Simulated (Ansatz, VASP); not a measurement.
## Two plane-wave programs on NaCaBr3

```
Na Ca Br
1.0
     5.73551    0.00000    0.00000
     0.00000    5.73551    0.00000
     0.00000    0.00000    5.73551
Na Ca Br
1 1 3
Direct
  0.00000 0.00000 0.00000
  0.50000 0.50000 0.50000
  0.50000 0.50000 0.00000
  0.50000 0.00000 0.50000
  0.00000 0.50000 0.50000
```

Alike in both runs: task single point; functional PBE; k mesh 4 × 4 × 4; no spin polarisation.

```csv
,VASP,Ansatz
version,VASP 6.6.1,Ansatz 0.2.0
potentials or method,"VASP PAW PBE potentials, release 64 (Na_pv, Ca_sv, Br)","plane waves, PAW"
plane-wave cutoff (eV),520,420
occupations,"gaussian, width 0.01 eV",fixed
valence electrons in the cell,38,40
```

```csv
,VASP,Ansatz,Ansatz less VASP
gap on the k mesh at the Fermi level (eV),3.05,3.05,0.000
pressure (GPa),-0.5,-0.5,-0.04
```

VASP's potentials hold 38 valence electrons a cell and Ansatz's 40, so a difference there can come from the potentials and not from the codes.
